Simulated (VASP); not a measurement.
# HfO2 (R-3m) in VASP: notebook, part 3 of 3

VASP 6.6.1.

### Step 5. Electric field gradients, LDA (equal xy, yz and zx shear strains of -1 %)

INCAR reads:

```
PREC = Accurate
ENCUT = 520
EDIFF = 1E-8
ISMEAR = -1
SIGMA = 0.01
LREAL = False
LASPH = True
NELM = 120
ALGO = Normal
ISIF = 2
LWAVE = False
LCHARG = False
GGA = CA
LEFG = True
NBANDS = 18
GGA_COMPAT = False
```

KPOINTS reads:

```
regular mesh
0
Gamma
  8 8 8
```

POSCAR reads:

```
HfO2
1.0
   -0.0255750000      2.5447125000      2.5447125000
    2.5447125000     -0.0255750000      2.5447125000
    2.5447125000      2.5447125000     -0.0255750000
Hf O
1 2
Direct
    0.0000000000      0.0000000000      0.0000000000
    0.2500000000      0.2500000000      0.2500000000
    0.7500000000      0.7500000000      0.7500000000
```

Potentials or basis: VASP PAW LDA potentials, release 64 (Hf_pv, O).

The run is started by

```
> cat potpaw_LDA.64/Hf_pv/POTCAR potpaw_LDA.64/O/POTCAR > POTCAR
> mpirun -np 1 vasp_std > vasp.out
```

OUTCAR:

```text
PREC = Accurate
   ENCUT = 520
   EDIFF = 1E-8
   ISMEAR = -1
   LREAL = False
   LASPH = True
   NELM = 120
   ISIF = 2
   GGA = CA

 ion  position               nearest neighbor table
   1  0.000  0.000  0.000-   2 2.19   3 2.19   3 2.22   3 2.22   3 2.22   2 2.22   2 2.22   2 2.22

   2  0.250  0.250  0.250-   1 2.19   1 2.22   1 2.22   1 2.22
   3  0.750  0.750  0.750-   1 2.19   1 2.22   1 2.22   1 2.22

  LATTYP: Found a trigonal (rhomboedric) cell.
 ALAT       =     3.5988578044
 COS(alpha) =     0.4899250057

  Lattice vectors:

 A1 = (  -0.0255750000,   2.5447125000,   2.5447125000)
 A2 = (   2.5447125000,  -0.0255750000,   2.5447125000)
 A3 = (   2.5447125000,   2.5447125000,  -0.0255750000)

Analysis of symmetry for initial positions (statically):
=====================================================================
 Subroutine PRICEL returns:
 Original cell was already a primitive cell.

 Routine SETGRP: Setting up the symmetry group for a
 trigonal (rhombohedral) supercell.

 Subroutine GETGRP returns: Found 12 space group operations
 (whereof 12 operations were pure point group operations)
 out of a pool of 12 trial point group operations.

The static configuration has the point symmetry D_3d.

Analysis of symmetry for dynamics (positions and initial velocities):
=====================================================================
 Subroutine PRICEL returns:
 Original cell was already a primitive cell.

 Routine SETGRP: Setting up the symmetry group for a
 trigonal (rhombohedral) supercell.
[... 167 lines left out ...]
      5     -11.4575      2.00000
      6      -1.4326      2.00000
[... 481 lines left out ...]
      5     -12.1626      2.00000
      6      -0.9477      2.00000
[... 10 lines left out ...]
     17      13.4447      0.00000
     18      15.9505      0.00000

 [... further k-points ...]

------------------------ aborting loop because EDIFF is reached ----------------------------------------

  FORCE on cell =-STRESS in cart. coord.  units (eV):
  Direction    XX          YY          ZZ          XY          YZ          ZX
  --------------------------------------------------------------------------------------
  -------------------------------------------------------------------------------------
  Total       -4.0152952     -4.0152952     -4.0152952      0.1572483      0.1572483      0.1572483
  in kB     -192.3020095   -192.3020095   -192.3020095      7.5309955      7.5309955      7.5309955
  external PRESSURE =    -192.3020095 kB  Pullay stress =       0.0000000 kB

 VOLUME and BASIS-vectors are now :
 -----------------------------------------------------------------------------
  energy-cutoff  :      520.00
  volume of cell :       33.45
      direct lattice vectors                 reciprocal lattice vectors
    -0.025575000  2.544712500  2.544712500    -0.193548289  0.195513246  0.195513246
     2.544712500 -0.025575000  2.544712500     0.195513246 -0.193548289  0.195513246
     2.544712500  2.544712500 -0.025575000     0.195513246  0.195513246 -0.193548289

 POSITION                                       TOTAL-FORCE (eV/Angst)
 -----------------------------------------------------------------------------------
      0.00000      0.00000      0.00000        -0.000000     -0.000000     -0.000000
      1.26596      1.26596      1.26596         0.049473      0.049473      0.049473
      3.79789      3.79789      3.79789        -0.049473     -0.049473     -0.049473
 -----------------------------------------------------------------------------------
    total drift:                                0.000000      0.000000      0.000000

  FREE ENERGIE OF THE ION-ELECTRON SYSTEM (eV)
  ---------------------------------------------------
  free  energy   TOTEN  =       -32.9084666176 eV

  energy  without entropy=      -32.9084666176  energy(sigma->0) =      -32.90846662

 Electric field gradients (V/A^2)
---------------------------------------------------------------------
 ion       V_xx      V_yy      V_zz      V_xy      V_xz      V_yz
---------------------------------------------------------------------
   1      -0.000     0.000    -0.000   -18.489   -18.489   -18.489
   2      -0.000    -0.000     0.000    -0.798    -0.798    -0.798
   3      -0.000    -0.000     0.000    -0.798    -0.798    -0.798
---------------------------------------------------------------------

 Electric field gradients after diagonalization (V/A^2)
 (convention: |V_zz| > |V_xx| > |V_yy|)
----------------------------------------------------------------------
 ion       V_xx      V_yy      V_zz     asymmetry (V_yy - V_xx)/ V_zz
----------------------------------------------------------------------
   1      18.489    18.489   -36.979       0.000
   2       0.798     0.798    -1.596       0.000
   3       0.798     0.798    -1.596       0.000
----------------------------------------------------------------------

           NMR quadrupolar parameters

 Cq : quadrupolar parameter    Cq=e*Q*V_zz/h
 eta: asymmetry parameters     (V_yy - V_xx)/ V_zz
 Q  : nuclear electric quadrupole moment in mb (millibarn)
----------------------------------------------------------------------
 ion       Cq(MHz)       eta       Q (mb)
----------------------------------------------------------------------
   1      -0.089       0.000       1.000
   2      -0.004       0.000       1.000
   3      -0.004       0.000       1.000
----------------------------------------------------------------------
```

stdout:

```text
POSCAR found type information on POSCAR HfO
 POSCAR found :  2 types and       3 ions
 scaLAPACK will be used
 LDA part: xc-table for (Slater(with rela. corr.)+CA(PZ))
 , standard interpolation
 POSCAR, INCAR and KPOINTS ok, starting setup
 FFT: planning ... GRIDC
 FFT: planning ... GRID_SOFT
 FFT: planning ... GRID
 WAVECAR not read
 entering main loop
ion   1

ion   2

ion   3
```

It took 29 s on 1 thread of Intel Xeon Platinum 8488C (Sapphire Rapids), shared host; peak memory 0.16 GiB.

What came out:

| Quantity | Value |
| --- | --- |
| Free energy | -32.9085 eV |
| Pressure | -19.2 GPa |
| Largest force | 0.086 eV/Å |
| Band gap on the k mesh | 3.53 eV |
| Largest electric field gradient by atom | Hf -37.0; O -1.6 V/Å² |

Forces in eV/Å, atoms in the order of the input:
```
Hf   0.000  0.000  0.000
O    0.049  0.049  0.049
O   -0.049 -0.049 -0.049
```

Stress tensor (GPa, compression positive):
```
-19.23   0.75   0.75
  0.75 -19.23   0.75
  0.75   0.75 -19.23
```

Levels at points of the mesh, in eV from the valence-band top:
| k point | band 8 | band 9 | band 10 | band 11 | band 12 | band 13 | band 14 | band 15 |
| --- | --- | --- | --- | --- | --- | --- | --- | --- |
| (0.00, 0.00, 0.00) | -5.23 | -0.61 | -0.59 | -0.59 | 3.62 | 3.62 | 5.48 | 9.98 |
| (0.50, 0.00, 0.00) | -3.01 | -2.71 | -1.82 | -1.78 | 4.28 | 4.37 | 6.64 | 8.72 |
| (0.50, 0.50, 0.00) | -3.38 | -1.57 | -1.44 | 0.00 | 3.53 | 5.19 | 6.34 | 7.75 |
| (0.50, 0.50, 0.50) | -3.09 | -2.67 | -1.83 | -1.83 | 4.36 | 4.36 | 6.83 | 8.70 |

Electric field gradients, principal values (V/Å²):
```
atom   least  middle  greatest (by size)
1 Hf  18.489  18.489             -36.979
 2 O   0.798   0.798              -1.596
 3 O   0.798   0.798              -1.596
```

Caveat: the cell differs from its parent crystal (equal xy, yz and zx shear strains of -1 %); the cell stands under tension; without QUAD_EFG the Cq values of the log hold for a quadrupole moment of 1 mb, not for the nuclei; spin-orbit coupling is left out, which moves the levels of the heavy elements. A k mesh can miss the band edges.

### Step 6. Electric field gradients, LDA (equal xy, yz and zx shear strains of +1 %)

INCAR reads:

```
SYSTEM = HfO2
  PREC = Accurate
  ENCUT = 520
  EDIFF = 1E-8
  ISMEAR = -1
  SIGMA = 0.01
  LREAL = .FALSE.
  LASPH = .TRUE.
  NELM = 120
  ALGO = Normal
  ISIF = 2
  LWAVE = .FALSE.
  LCHARG = .FALSE.
  GGA = CA
  LEFG = .TRUE.
  NBANDS = 18
  GGA_COMPAT = .FALSE.
```

KPOINTS reads:

```
regular mesh
0
G
  8 8 8
  0 0 0
```

POSCAR reads:

```
HfO2
1.0
    0.0255750000      2.5702875000      2.5702875000
    2.5702875000      0.0255750000      2.5702875000
    2.5702875000      2.5702875000      0.0255750000
Hf O
1 2
Direct
    0.0000000000      0.0000000000      0.0000000000
    0.2500000000      0.2500000000      0.2500000000
    0.7500000000      0.7500000000      0.7500000000
```

Potentials or basis: VASP PAW LDA potentials, release 64 (Hf_pv, O).

The run is started by

```
> cat potpaw_LDA.64/Hf_pv/POTCAR potpaw_LDA.64/O/POTCAR > POTCAR
> mpirun -np 1 vasp_std > vasp.out
```

OUTCAR:

```text
SYSTEM = HfO2
   PREC = Accurate
   ENCUT = 520
   EDIFF = 1E-8
   ISMEAR = -1
   LREAL = .FALSE.
   LASPH = .TRUE.
   NELM = 120
   ISIF = 2
   GGA = CA

 ion  position               nearest neighbor table
   1  0.000  0.000  0.000-   3 2.21   3 2.21   2 2.21   2 2.21   3 2.21   2 2.21   3 2.24   2 2.24

   2  0.250  0.250  0.250-   1 2.21   1 2.21   1 2.21   1 2.24
   3  0.750  0.750  0.750-   1 2.21   1 2.21   1 2.21   1 2.24

  LATTYP: Found a trigonal (rhomboedric) cell.
 ALAT       =     3.6350254120
 COS(alpha) =     0.5099250056

  Lattice vectors:

 A1 = (   0.0255750000,   2.5702875000,   2.5702875000)
 A2 = (   2.5702875000,   0.0255750000,   2.5702875000)
 A3 = (   2.5702875000,   2.5702875000,   0.0255750000)

Analysis of symmetry for initial positions (statically):
=====================================================================
 Subroutine PRICEL returns:
 Original cell was already a primitive cell.

 Routine SETGRP: Setting up the symmetry group for a
 trigonal (rhombohedral) supercell.

 Subroutine GETGRP returns: Found 12 space group operations
 (whereof 12 operations were pure point group operations)
 out of a pool of 12 trial point group operations.

The static configuration has the point symmetry D_3d.

Analysis of symmetry for dynamics (positions and initial velocities):
=====================================================================
 Subroutine PRICEL returns:
 Original cell was already a primitive cell.

 Routine SETGRP: Setting up the symmetry group for a
 trigonal (rhombohedral) supercell.

 Subroutine GETGRP returns: Found 12 space group operations
 (whereof 12 operations were pure point group operations)
 out of a pool of 12 trial point group operations.

The dynamic configuration has the point symmetry D_3d.

 Subroutine INISYM returns: Found 12 space group operations
 (whereof 12 operations are pure point group operations),
 and found     1 'primitive' translations

----------------------------------------------------------------------------------------

                                     Primitive cell

  volume of cell :      33.4537

  direct lattice vectors                    reciprocal lattice vectors
     0.025575000  2.570287500  2.570287500    -0.197458553  0.195513148  0.195513148
     2.570287500  0.025575000  2.570287500     0.195513148 -0.197458553  0.195513148
     2.570287500  2.570287500  0.025575000     0.195513148  0.195513148 -0.197458553

  length of vectors
     3.635025412  3.635025412  3.635025412     0.339765599  0.339765599  0.339765599

  position of ions in fractional coordinates (direct lattice)
     0.000000000  0.000000000  0.000000000
     0.250000000  0.250000000  0.250000000
     0.750000000  0.750000000  0.750000000

  ion indices of the primitive-cell ions
   primitive index   ion index
                 1           1
                 2           2
                 3           3

[... 82 lines left out ...]
   NELECT =      22.0000    total number of electrons
   NUPDOWN=      -1.0000    fix difference up-down
   EMIN   =  10.00;   EMAX   =-10.00  energy-range for DOS
   EFERMI =   0.00;   METHOD = LEGACY
   ISMEAR =    -1;   SIGMA  =   0.01  broadening in eV -4-tet -1-fermi 0-gaus
   EFERMI_NEDOS =   21; number of points for ismear=-14 and -15
   IALGO  =     38    algorithm
   IMIX   =      4    mixing-type and parameters
     AMIX     =   0.40;   BMIX     =  1.00
     AMIX_MAG =   1.60;   BMIX_MAG =  1.00
  volume/ion in A,a.u.               =      11.15        75.25
  Fermi-wavevector in a.u.,A,eV,Ry     =   1.423642  2.690294 27.575711  2.026758
  Thomas-Fermi vector in A             =   2.544218
   LORBIT       =      0    0 simple, 1 ext, 2 COOP (PROOUT), +10 PAW based schemes
   GGA     = CA    functional components
   LHFCALC =     F    Hartree Fock is set to
   AEXX    =    0.0000 exact exchange contribution
   IVDW    =     0    specifies the selected vdW correction
   LEPSILON=     F    determine dielectric tensor
   LRPA    =     F    only Hartree local field effects (RPA)
 non-spin polarized calculation
  energy-cutoff  :      520.00
  volume of cell :       33.45
 maximum number of plane-waves:       914
   NGX = 13   NGY = 13   NGZ = 13

 number of electron      21.9999992 magnetization

 Free energy of the ion-electron system (eV)
  ---------------------------------------------------
  ext. energy  EPLUGINS =         0.00000000
  ---------------------------------------------------
  free energy    TOTEN  =       -32.90862143 eV

  energy without entropy =      -32.90862143  energy(sigma->0) =      -32.90862143

 E-fermi :   4.0647     XC(G=0): -12.1751

 val. band max:        3.8225195112   @ k =   0.5000   0.5000  -0.0000
 cond. band min:       7.3491187579   @ k =   0.5000   0.5000  -0.0000
 fundamental gap:      3.5265992467
 Fermi energy:         4.0647341390

 k-point     1 :       0.0000    0.0000    0.0000
  band No.  band energies     occupation
      1     -25.7925      2.00000
      2     -25.7845      2.00000
      3     -25.7845      2.00000
      4     -14.4855      2.00000
      5     -11.4576      2.00000
      6      -1.4423      2.00000
[... 481 lines left out ...]
      5     -12.1461      2.00000
      6      -0.9887      2.00000
[... 10 lines left out ...]
     17      13.3248      0.00000
     18      16.0379      0.00000

 [... further k-points ...]

------------------------ aborting loop because EDIFF is reached ----------------------------------------

  FORCE on cell =-STRESS in cart. coord.  units (eV):
  Direction    XX          YY          ZZ          XY          YZ          ZX
  --------------------------------------------------------------------------------------
  -------------------------------------------------------------------------------------
  Total       -4.0159904     -4.0159904     -4.0159904     -0.1401672     -0.1401672     -0.1401672
  in kB     -192.3352053   -192.3352053   -192.3352053     -6.7129343     -6.7129343     -6.7129343
  external PRESSURE =    -192.3352053 kB  Pullay stress =       0.0000000 kB

 VOLUME and BASIS-vectors are now :
 -----------------------------------------------------------------------------
  energy-cutoff  :      520.00
  volume of cell :       33.45
      direct lattice vectors                 reciprocal lattice vectors
     0.025575000  2.570287500  2.570287500    -0.197458553  0.195513148  0.195513148
     2.570287500  0.025575000  2.570287500     0.195513148 -0.197458553  0.195513148
     2.570287500  2.570287500  0.025575000     0.195513148  0.195513148 -0.197458553

 POSITION                                       TOTAL-FORCE (eV/Angst)
 -----------------------------------------------------------------------------------
      0.00000      0.00000      0.00000         0.000000     -0.000000      0.000000
      1.29154      1.29154      1.29154        -0.041239     -0.041239     -0.041239
      3.87461      3.87461      3.87461         0.041239      0.041239      0.041239
 -----------------------------------------------------------------------------------
    total drift:                                0.000000      0.000000      0.000000

  FREE ENERGIE OF THE ION-ELECTRON SYSTEM (eV)
  ---------------------------------------------------
  free  energy   TOTEN  =       -32.9086214252 eV

  energy  without entropy=      -32.9086214252  energy(sigma->0) =      -32.90862143

 Electric field gradients (V/A^2)
---------------------------------------------------------------------
 ion       V_xx      V_yy      V_zz      V_xy      V_xz      V_yz
---------------------------------------------------------------------
   1      -0.000     0.000    -0.000    17.246    17.246    17.246
   2       0.000    -0.000     0.000     0.675     0.675     0.675
   3       0.000    -0.000     0.000     0.675     0.675     0.675
---------------------------------------------------------------------

 Electric field gradients after diagonalization (V/A^2)
 (convention: |V_zz| > |V_xx| > |V_yy|)
----------------------------------------------------------------------
 ion       V_xx      V_yy      V_zz     asymmetry (V_yy - V_xx)/ V_zz
----------------------------------------------------------------------
   1     -17.246   -17.246    34.492       0.000
   2      -0.675    -0.675     1.350       0.000
   3      -0.675    -0.675     1.350       0.000
----------------------------------------------------------------------

           NMR quadrupolar parameters

 Cq : quadrupolar parameter    Cq=e*Q*V_zz/h
 eta: asymmetry parameters     (V_yy - V_xx)/ V_zz
 Q  : nuclear electric quadrupole moment in mb (millibarn)
----------------------------------------------------------------------
 ion       Cq(MHz)       eta       Q (mb)
----------------------------------------------------------------------
   1       0.083       0.000       1.000
   2       0.003       0.000       1.000
   3       0.003       0.000       1.000
----------------------------------------------------------------------
```

OSZICAR:

```text
N       E                     dE             d eps       ncg     rms          rms(c)
DAV:   1     0.857207308572E+02    0.85721E+02   -0.12613E+04  2340   0.120E+03
DAV:   2    -0.347146853745E+02   -0.12044E+03   -0.11613E+03  2982   0.283E+02
DAV:   3    -0.385895528831E+02   -0.38749E+01   -0.38600E+01  2756   0.450E+01
DAV:   4    -0.386120724724E+02   -0.22520E-01   -0.22513E-01  2840   0.379E+00
DAV:   5    -0.386122178108E+02   -0.14534E-03   -0.14534E-03  2750   0.286E-01    0.468E+01
DAV:   6    -0.331743479032E+02    0.54379E+01   -0.20443E+01  2388   0.315E+01    0.413E+01
DAV:   7    -0.329906231121E+02    0.18372E+00   -0.75356E-01  2672   0.699E+00    0.290E+01
DAV:   8    -0.329381381502E+02    0.52485E-01   -0.39340E-01  2590   0.528E+00    0.986E+00
DAV:   9    -0.329089737790E+02    0.29164E-01   -0.79822E-02  2490   0.234E+00    0.290E+00
DAV:  10    -0.329086346730E+02    0.33911E-03   -0.21595E-03  2756   0.340E-01    0.454E-01
DAV:  11    -0.329086202812E+02    0.14392E-04   -0.14584E-04  2676   0.101E-01    0.618E-02
DAV:  12    -0.329086213677E+02   -0.10865E-05   -0.29267E-06  2990   0.129E-02    0.201E-02
DAV:  13    -0.329086214183E+02   -0.50584E-07   -0.17976E-07  2758   0.318E-03    0.445E-03
DAV:  14    -0.329086214252E+02   -0.69322E-08   -0.47872E-08  2470   0.125E-03
   1 F= -.32908621E+02 E0= -.32908621E+02  d E =-.894461E-13
```

Wall time 45 s (1 thread of Intel Xeon Platinum 8488C (Sapphire Rapids), shared host); peak memory 0.17 GiB.

What came out:

```yaml
Free_energy: -32.9086 eV
Pressure: -19.2 GPa
Largest_force: 0.071 eV/Å
Band_gap_on_the_k_mesh: 3.53 eV
Largest_electric_field_gradient_by_atom: Hf +34.5; O +1.4 V/Å²
```

Forces in eV/Å, atoms in the order of the input:
```
Hf   0.000  0.000  0.000
O   -0.041 -0.041 -0.041
O    0.041  0.041  0.041
```

Levels at points of the mesh, in eV from the valence-band top:
```
           k point  band 9  band 10  band 11  band 12  band 13  band 14
(0.00, 0.00, 0.00)   -0.61    -0.61    -0.58     3.62     3.62     5.48
(0.50, 0.00, 0.00)   -2.69    -1.84    -1.79     4.30     4.38     6.73
(0.50, 0.50, 0.00)   -1.57    -1.44     0.00     3.53     5.19     6.34
(0.50, 0.50, 0.50)   -2.73    -1.79    -1.79     4.30     4.30     6.54
```

Electric field gradients, principal values (V/Å²):
| atom | least | middle | greatest (by size) |
| --- | --- | --- | --- |
| 1 Hf | -17.246 | -17.246 | 34.492 |
| 2 O | -0.675 | -0.675 | 1.350 |
| 3 O | -0.675 | -0.675 | 1.350 |

Caveat: the cell differs from its parent crystal (equal xy, yz and zx shear strains of +1 %); the cell stands under tension; without QUAD_EFG the Cq values of the log hold for a quadrupole moment of 1 mb, not for the nuclei; spin-orbit coupling is left out, which moves the levels of the heavy elements. A k mesh can miss the band edges.

### Step 7. The runs side by side

| cell | gap on the mesh (eV) | pressure (GPa) | largest force (eV/Å) |
| --- | --- | --- | --- |
| a = 3.581 Å, angles 61.3°, 3 atoms | 3.53 | -19.0 | 0.19 |
| a = 3.599 Å, angles 60.7°, 3 atoms | 3.53 | -19.2 | 0.09 |
| a = 3.635 Å, angles 59.3°, 3 atoms | 3.53 | -19.2 | 0.07 |

Alike in all rows: task electric field gradients; level LDA; potentials or basis VASP PAW LDA potentials, release 64 (Hf_pv, O); no spin polarisation; k mesh 8 × 8 × 8; cutoff (eV) 520; smearing fermi-dirac 0.01 eV.

Caveats: the cell stands under tension; spin-orbit coupling is left out, which moves the levels of the heavy elements.

Absolute energies hang on the potentials; compare differences alone.
